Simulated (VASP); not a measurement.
# Zr (P-1) in VASP: single point with PBEsol

Aim: the single point of Zr with PBEsol.

Everything below comes from runs of VASP 6.6.1. Logs are shortened: lines on timing, memory, paths and dates and some standing lists are left out, and cuts for length are marked.

## 1. The cell of the first run

The typed cell holds 2 atoms: a = 3.233 Å, b = 3.274 Å, c = 5.148 Å, α = 90.62°, β = 91.71°, γ = 121.27°.

## 2. Single point, PBEsol (equal xy, yz and zx shear strains of -3 %)

INCAR

```
SYSTEM = Zr
ALGO = Normal ; EDIFF = 1E-6
ENCUT = 520 ; GGA = PS
ISIF = 2 ; ISMEAR = -1
LASPH = .TRUE. ; LCHARG = .FALSE.
LREAL = .FALSE. ; LWAVE = .FALSE.
NBANDS = 19 ; NELM = 80
PREC = Accurate ; SIGMA = 0.08
```

KPOINTS

```
k-points
0
G
  13 13 7
  0 0 0
```

POSCAR

```
Zr
1.0
    3.2319982225     -0.0484799733     -0.0484799733
   -1.6579839997      2.8232325523     -0.0177449018
   -0.0772050000     -0.0772050000      5.1470000000
Zr
2
Direct
    0.3333333333      0.6666666667      0.2500000000
    0.6666666667      0.3333333333      0.7500000000
```

Potentials or basis: VASP PAW PBE potentials, release 64 (Zr_sv).

The run is started by

```bash
cat potpaw_PBE.64/Zr_sv/POTCAR > POTCAR
mpirun -np 1 vasp_std > vasp.out
```

OUTCAR:

```text
SYSTEM = Zr
   EDIFF = 1E-6
   ENCUT = 520
   GGA = PS
   ISIF = 2
   ISMEAR = -1
   LASPH = .TRUE.
   LREAL = .FALSE.
   NELM = 80
   PREC = Accurate

 ion  position               nearest neighbor table
   1  0.333  0.667  0.250-   2 3.10   2 3.13   2 3.18   2 3.21   2 3.22   2 3.23
   2  0.667  0.333  0.750-   1 3.10   1 3.13   1 3.18   1 3.21   1 3.22   1 3.23

  LATTYP: Found a triclinic cell.
 ALAT       =     3.2741209307
 B/A-ratio  =     2.3573402324
 C/A-ratio  =     0.9873567314
 COS(alpha) =     0.0017393994
 COS(beta)  =     0.5191268021
 COS(gamma) =     0.6381551495

  Lattice vectors:

 A1 = (  -1.6579839997,   2.8232325523,  -0.0177449018)
 A2 = (  -0.0067647769,   5.6751901313,  -5.2309697769)
 A3 = (  -3.2319982225,   0.0484799733,   0.0484799733)

Analysis of symmetry for initial positions (statically):
=====================================================================
 Subroutine PRICEL returns:
 Original cell was already a primitive cell.

 Routine SETGRP: Setting up the symmetry group for a
 triclinic supercell.

 Subroutine GETGRP returns: Found  2 space group operations
 (whereof  2 operations were pure point group operations)
 out of a pool of  2 trial point group operations.

The static configuration has the point symmetry S_2 .

Analysis of symmetry for dynamics (positions and initial velocities):
=====================================================================
 Subroutine PRICEL returns:
 Original cell was already a primitive cell.

 Routine SETGRP: Setting up the symmetry group for a
 triclinic supercell.

 Subroutine GETGRP returns: Found  2 space group operations
 (whereof  2 operations were pure point group operations)
 out of a pool of  2 trial point group operations.

The dynamic configuration has the point symmetry S_2 .

 Subroutine INISYM returns: Found  2 space group operations
 (whereof  2 operations are pure point group operations),
 and found     1 'primitive' translations

----------------------------------------------------------------------------------------

                                     Primitive cell

  volume of cell :      46.5298

  direct lattice vectors                    reciprocal lattice vectors
     3.231998223 -0.048479973 -0.048479973     0.312269112  0.183431271  0.007435506
    -1.657984000  2.823232552 -0.017744902     0.005443168  0.357434698  0.005443168
    -0.077205000 -0.077205000  5.147000000     0.002960052  0.002960052  0.194376736

  length of vectors
     3.232725340  3.274120931  5.148157945     0.362235167  0.357517579  0.194421808

  position of ions in fractional coordinates (direct lattice)
     0.333333333  0.666666667  0.250000000
     0.666666667  0.333333333  0.750000000

  ion indices of the primitive-cell ions
   primitive index   ion index
                 1           1
                 2           2

----------------------------------------------------------------------------------------

 KPOINTS: k-points

Automatic generation of k-mesh.
 Grid dimensions read from file:
 generate k-points for:   13   13    7

 Generating k-lattice:

  Cartesian coordinates                     Fractional coordinates (reciprocal lattice)
     0.024020701  0.014110098  0.000571962     0.076923077  0.000000000  0.000000000
     0.000418705  0.027494977  0.000418705     0.000000000  0.076923077  0.000000000
     0.000422865  0.000422865  0.027768105     0.000000000 -0.000000000  0.142857143

  Length of vectors
     0.027864244  0.027501352  0.027774544

  Shift w.r.t. Gamma in fractional coordinates (k-lattice)
     0.000000000  0.000000000  0.000000000

 Subroutine IBZKPT returns following result:
 ===========================================

 Found    592 irreducible k-points:

 Following reciprocal coordinates:
            Coordinates               Weight
  0.000000  0.000000  0.000000      1.000000
  0.076923 -0.000000 -0.000000      2.000000
  0.153846 -0.000000 -0.000000      2.000000
  0.230769  0.000000  0.000000      2.000000
  0.307692 -0.000000 -0.000000      2.000000
  0.384615  0.000000 -0.000000      2.000000
[... 16 lines left out ...]
  0.153846  0.153846  0.000000      2.000000
  0.230769  0.153846  0.000000      2.000000
 [... further k-points ...]
   k-points           NKPTS =    592   k-points in BZ     NKDIM =    592   number of bands    NBANDS=     19
   number of dos      NEDOS =    301   number of ions     NIONS =      2
   total plane-waves  NPLWV =  23040
   dimension x,y,z NGX =    24 NGY =   24 NGZ =   40
   dimension x,y,z NGXF=    48 NGYF=   48 NGZF=   80
   ions per type =               2
   NGX,Y,Z   is equivalent  to a cutoff of  12.34, 12.19, 12.92 a.u.
   NGXF,Y,Z  is equivalent  to a cutoff of  24.68, 24.37, 25.83 a.u.
 SYSTEM =  Zr
   PREC   = accura    normal or accurate (medium, high low for compatibility)
   ISTART =      0    job   : 0-new  1-cont  2-samecut
   ICHARG =      2    charge: 1-file 2-atom 10-const
   ISPIN  =      1    spin polarized calculation?
   LNONCOLLINEAR =      F non collinear calculations
   LSORBIT =      F    spin-orbit coupling
   LASPH  =      T    aspherical Exc in radial PAW
   ENCUT  =  520.0 eV  38.22 Ry    6.18 a.u.   6.01  6.09  9.57*2*pi/ulx,y,z
   NELM   =     80;   NELMIN=  2; NELMDL= -5     # of ELM steps
   EDIFF  = 0.1E-05   stopping-criterion for ELM
   LREAL  =      F    real-space projection
   EDIFFG = 0.1E-04   stopping-criterion for IOM
   NSW    =      0    number of steps for IOM
   IBRION =     -1    ionic relax: 0-MD 1-quasi-New 2-CG
   NFREE  =      0    steps in history (QN), initial steepest desc. (CG)
   ISIF   =      2    stress and relaxation
   ISYM   =      2    0-nonsym 1-usesym 2-fastsym
   POTIM  = 0.5000    time-step for ionic-motion
   TEBEG  =    0.0;   TEEND  =   0.0 temperature during run
   PSTRESS=    0.0 pullay stress
   NELECT =      24.0000    total number of electrons
   NUPDOWN=      -1.0000    fix difference up-down
   EMIN   =  10.00;   EMAX   =-10.00  energy-range for DOS
   EFERMI =   0.00;   METHOD = LEGACY
   ISMEAR =    -1;   SIGMA  =   0.08  broadening in eV -4-tet -1-fermi 0-gaus
   EFERMI_NEDOS =   21; number of points for ismear=-14 and -15
   IALGO  =     38    algorithm
   IMIX   =      4    mixing-type and parameters
     AMIX     =   0.40;   BMIX     =  1.00
     AMIX_MAG =   1.60;   BMIX_MAG =  1.00
  volume/ion in A,a.u.               =      23.26       157.00
  Fermi-wavevector in a.u.,A,eV,Ry     =   1.312910  2.481040 23.452807  1.723733
  Thomas-Fermi vector in A             =   2.443270
   LORBIT       =      0    0 simple, 1 ext, 2 COOP (PROOUT), +10 PAW based schemes
   GGA     = PS    functional components
   LHFCALC =     F    Hartree Fock is set to
   AEXX    =    0.0000 exact exchange contribution
   IVDW    =     0    specifies the selected vdW correction
   LEPSILON=     F    determine dielectric tensor
   LRPA    =     F    only Hartree local field effects (RPA)
 non-spin polarized calculation
  energy-cutoff  :      520.00
  volume of cell :       46.53
 maximum number of plane-waves:      1270
   NGX = 13   NGY = 13   NGZ = 19

 number of electron      24.0000000 magnetization

 Free energy of the ion-electron system (eV)
  ---------------------------------------------------
  ext. energy  EPLUGINS =         0.00000000
  ---------------------------------------------------
  free energy    TOTEN  =       -18.15496684 eV

  energy without entropy =      -18.10956736  energy(sigma->0) =      -18.13226710

 E-fermi :   8.8449     XC(G=0): -11.2043

 val. band max:        8.8440610362   @ k =  -0.1538   0.0769   0.1429
 cond. band min:       8.8455827933   @ k =  -0.4615  -0.1538   0.2857
 fundamental gap:      0.0015217571
 Fermi energy:         8.8448902027

 k-point     1 :       0.0000    0.0000    0.0000
  band No.  band energies     occupation
      1     -39.8595      2.00000
      2     -39.7010      2.00000
      3     -18.4186      2.00000
      4     -17.5540      2.00000
      5     -17.5145      2.00000
      6     -17.4114      2.00000
[... 11 lines left out ...]
     18      11.1230      0.00000
     19      13.2365      0.00000

 k-point     2 :       0.0769   -0.0000   -0.0000
  band No.  band energies     occupation
      1     -39.8522      2.00000
      2     -39.6979      2.00000
      3     -18.3995      2.00000
      4     -17.5722      2.00000
      5     -17.5536      2.00000
      6     -17.4312      2.00000
[... 11 lines left out ...]
     18      10.9619      0.00000
     19      13.3629      0.00000

 k-point     3 :       0.1538   -0.0000   -0.0000
  band No.  band energies     occupation
      1     -39.8317      2.00000
      2     -39.6896      2.00000
      3     -18.3441      2.00000
      4     -17.6778      2.00000
      5     -17.6052      2.00000
      6     -17.5417      2.00000
[... 11 lines left out ...]
     18      10.8501      0.00000
     19      13.6130      0.00000

 k-point     4 :       0.2308    0.0000    0.0000
  band No.  band energies     occupation
      1     -39.8015      2.00000
      2     -39.6789      2.00000
      3     -18.2593      2.00000
      4     -17.8424      2.00000
      5     -17.7010      2.00000
      6     -17.6588      2.00000
[... 11 lines left out ...]
     18      11.5291      0.00000
     19      13.8489      0.00000

 k-point     5 :       0.3077   -0.0000   -0.0000
  band No.  band energies     occupation
      1     -39.7672      2.00000
      2     -39.6696      2.00000
      3     -18.1570      2.00000
      4     -18.0152      2.00000
      5     -17.8633      2.00000
      6     -17.7129      2.00000
[... 11 lines left out ...]
     18      12.4078      0.00000
     19      14.0140      0.00000
[... 334 lines left out ...]
      2     -39.6906      2.00000
      3     -18.3472      2.00000
      4     -17.6872      2.00000
      5     -17.5846      2.00000
      6     -17.5490      2.00000
[... 11 lines left out ...]
     18      11.0165      0.00000
     19      13.6398      0.00000

 k-point    22 :       0.0769    0.1538   -0.0000
  band No.  band energies     occupation
      1     -39.8138      2.00000
      2     -39.6832      2.00000
      3     -18.2937      2.00000
      4     -17.7778      2.00000
      5     -17.6923      2.00000
      6     -17.5857      2.00000
[... 11 lines left out ...]
     18      11.4425      0.00000
     19      13.7100      0.00000

 k-point    23 :       0.1538    0.1538    0.0000
  band No.  band energies     occupation
      1     -39.7859      2.00000
      2     -39.6743      2.00000
      3     -18.2123      2.00000
      4     -17.8812      2.00000
      5     -17.8529      2.00000
      6     -17.6318      2.00000
[... 11 lines left out ...]
     18      12.3027      0.00000
     19      13.7713      0.00000

 k-point    24 :       0.2308    0.1538    0.0000
  band No.  band energies     occupation
      1     -39.7544      2.00000
      2     -39.6673      2.00000
      3     -18.1142      2.00000
      4     -18.0156      2.00000
      5     -17.9622      2.00000
      6     -17.7057      2.00000
[... 11 lines left out ...]
     18      13.3530      0.00000
     19      13.8298      0.00000

 [... further k-points ...]
[... 5 lines left out ...]
  --------------------------------------------------------------------------------------
  -------------------------------------------------------------------------------------
  Total       -0.9945314     -0.9801986     -0.8215641      0.4087577      0.2280893      0.2320387
  in kB      -34.2450842    -33.7515559    -28.2892348     14.0749105      7.8538880      7.9898792
  external PRESSURE =     -32.0952917 kB  Pullay stress =       0.0000000 kB

 VOLUME and BASIS-vectors are now :
 -----------------------------------------------------------------------------
  energy-cutoff  :      520.00
  volume of cell :       46.53
      direct lattice vectors                 reciprocal lattice vectors
     3.231998223 -0.048479973 -0.048479973     0.312269112  0.183431271  0.007435506
    -1.657984000  2.823232552 -0.017744902     0.005443168  0.357434698  0.005443168
    -0.077205000 -0.077205000  5.147000000     0.002960052  0.002960052  0.194376736

 POSITION                                       TOTAL-FORCE (eV/Angst)
 -----------------------------------------------------------------------------------
     -0.04729      1.84669      1.25876         0.061291      0.003762      0.013602
      1.54410      0.85085      3.82202        -0.061291     -0.003762     -0.013602
 -----------------------------------------------------------------------------------
    total drift:                               -0.000000      0.000000     -0.000000

  FREE ENERGIE OF THE ION-ELECTRON SYSTEM (eV)
  ---------------------------------------------------
  free  energy   TOTEN  =       -18.1549668410 eV

  energy  without entropy=      -18.1095673647  energy(sigma->0) =      -18.13226710
```

Run time: 4.5 min. Hardware: 1 thread of Intel Xeon 6975P-C (Granite Rapids), shared host; peak memory 0.49 GiB.

Results:

- Free energy: -18.1550 eV
- Pressure: -3.2 GPa
- Largest force: 0.063 eV/Å
- Band gap on the k mesh: zero (band 12 reaches 9.85 eV, above the bottom of band 13 at 8.59 eV)

Forces on the atoms (eV/Å):
```
Zr   0.061  0.004  0.014
Zr  -0.061 -0.004 -0.014
```

Caveat: the cell differs from its parent crystal (equal xy, yz and zx shear strains of -3 %); the PAW data sets were made with another functional, which shifts forces and pressure a little.
